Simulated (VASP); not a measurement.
NiPt3, 4 atoms in the cell. The structure is cubic, space group Pm-3m (No. 221). Conventional cell: a = 3.855 Å, b = 3.855 Å, c = 3.855 Å, α = 90.00°, β = 90.00°, γ = 90.00°. Ni (site symmetry m-3m) has 12 Pt at 2.73 Å within 3.6 Å. Within 3.6 Å of Pt (site symmetry 4/mmm) lie 4 Ni at 2.73 Å and 8 Pt at 2.73 Å. 

```yaml
Program: VASP 6.6.1
Task: single point
Functional: PBEsol
Potentials_or_basis: VASP PAW PBE potentials, release 64 (Ni, Pt)
Cutoff: 520 eV
k_mesh: 6 × 6 × 6
Occupations: fermi-dirac, width 0.15 eV
Spin: collinear spin, ferromagnetic start
Starting_moments: "[0.7, 0.18, 0.18, 0.18] μB"
Fixed_moment: 1.1 μB
Dipole_correction: no
Further_INCAR_settings: ALGO = Normal; EDIFF = 1e-07; NBANDS = 32
```

Potentials or basis: VASP PAW PBE potentials, release 64 (Ni, Pt).

The run is started by

```sh
$ cat potpaw_PBE.64/Ni/POTCAR potpaw_PBE.64/Pt/POTCAR > POTCAR
$ mpirun -np 1 vasp_std > vasp.out
```

Hardware: 1 thread of AMD EPYC 9R14 (Zen 4), with other jobs on the host.

**Question.** How long does it take, and how much memory?

**Answer.** Wall time 61 s on 1 thread of AMD EPYC 9R14 (Zen 4) (shared host), peak memory 0.19 GiB. Counts: scf iterations 18, k points 20.
